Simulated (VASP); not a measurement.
Wanted: the native input for a VASP 6.6.1 run.

- Task: single point
- Functional: PBEsol
- Potentials or basis: VASP PAW PBE potentials, release 64 (Ta_pv)
- Cutoff: 520 eV
- k mesh: 9 × 9 × 1
- Occupations: fermi-dirac, width 0.05 eV
- Spin: no spin polarisation
- Dipole correction: yes
- Further INCAR settings: ALGO = Normal; EDIFF = 1e-07; NBANDS = 12

The structure of Ta lies in POSCAR:

```
Ta
1.0
    4.6415171017      0.0000000000      0.0000000000
   -2.3207585509      4.0196717222      0.0000000000
    0.0000000000      0.0000000000     16.0000000000
Ta
1
Direct
    0.0000000000      0.0000000000      0.5000000000
```

The input as run:

INCAR

```
PREC = Accurate
ENCUT = 520
EDIFF = 1E-7
ISMEAR = -1
SIGMA = 0.05
LREAL = F
LASPH = T
NELM = 60
ALGO = Normal
ISIF = 2
LWAVE = F
LCHARG = F
LDIPOL = T
IDIPOL = 3
DIPOL = 0.5 0.5 0.500
GGA = PS
NBANDS = 12
```

KPOINTS

```
Automatic mesh
0
Gamma
  9 9 1
```

Potentials or basis: VASP PAW PBE potentials, release 64 (Ta_pv).

Run with:

```bash
$ cat potpaw_PBE.64/Ta_pv/POTCAR > POTCAR
$ mpirun -np 1 vasp_std > vasp.out
```

It took 51 s on 1 thread of Intel(R) Xeon(R) Platinum 8488C (Sapphire Rapids) (shared host), peak memory 0.38 GiB.
